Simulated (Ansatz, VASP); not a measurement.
Sc: VASP beside Ansatz

Contents of INCAR:

```
PREC     = Accurate       # precision mode
ENCUT    = 520            # plane-wave cutoff, eV
EDIFF    = 1E-7           # SCF threshold, eV
ISMEAR   = -1             # smearing method
SIGMA    = 0.05           # smearing width, eV
LREAL    = False          # projectors in reciprocal space
LASPH    = True           # aspherical terms in the spheres
NELM     = 80             # most SCF steps
ALGO     = Normal         # electronic algorithm
ISIF     = 2              # what is computed and relaxed
LWAVE    = False          # write WAVECAR
LCHARG   = False          # write CHGCAR
GGA      = CA             # functional
NBANDS   = 18             # bands
```

File KPOINTS:

```
regular mesh
0
Gamma
  15 15 8
```

POSCAR

```
Sc
1.0
    2.8282006296      0.0000000000      0.0000000000
   -1.4141003148      2.4492935922      0.0000000000
    0.0000000000      0.0000000000      4.4249340386
Sc
2
Direct
    0.3333333333      0.6666666667      0.2500000000
    0.6666666667      0.3333333333      0.7500000000
```

Input for Ansatz:

```yaml
crystal:
  lattice:
    - [2.8282006296, 0.0, 0.0]
    - [-1.4141003148, 2.4492935922, 0.0]
    - [0.0, 0.0, 4.4249340386]
  atoms:
    - { symbol: Sc, position: [0.3333333333, 0.6666666667, 0.25] }
    - { symbol: Sc, position: [0.6666666667, 0.3333333333, 0.75] }
kpoints:
  mp_grid: { grid: [15, 15, 8] }
scf:
  occupations: { method: fermi_dirac, width: 0.05 }
hamiltonian:
  xc: lda
  pseudopotentials: { kind: all_electron, lapw: { basis_error: 0.001 } }
output:
  forces: true
  stress: true
  eigenvalues: true
  populations: true
```

Change from the starting cell: volume scaled by 0.68, LAPW.

Alike in both runs: task single point; functional LDA; k mesh 15 × 15 × 8; occupations fermi-dirac, width 0.05 eV; no spin polarisation.

|  | VASP | Ansatz |
| --- | --- | --- |
| version | VASP 6.6.1 | Ansatz 0.2.0 |
| potentials or method | VASP PAW LDA potentials, release 64 (Sc_sv), cutoff 520 eV | all-electron LAPW, scalar-relativistic |

VASP gave:

| Item | Value |
| --- | --- |
| pressure (GPa) | 41.7 |
| traceless stress, the component that is largest in VASP (GPa) | 0.10 |

Problem. What did Ansatz give for the same quantities?

Solution. Pressure (GPa): 41.1; traceless stress, the component that is largest in VASP (GPa): 0.01.

LDA's correlation is that of Perdew and Zunger in VASP and of Perdew and Wang (1992) in Ansatz. Both programs put the cell under a high pressure, so it lies far from rest at this level. Ansatz ran all-electron here, and VASP with PAW potentials.
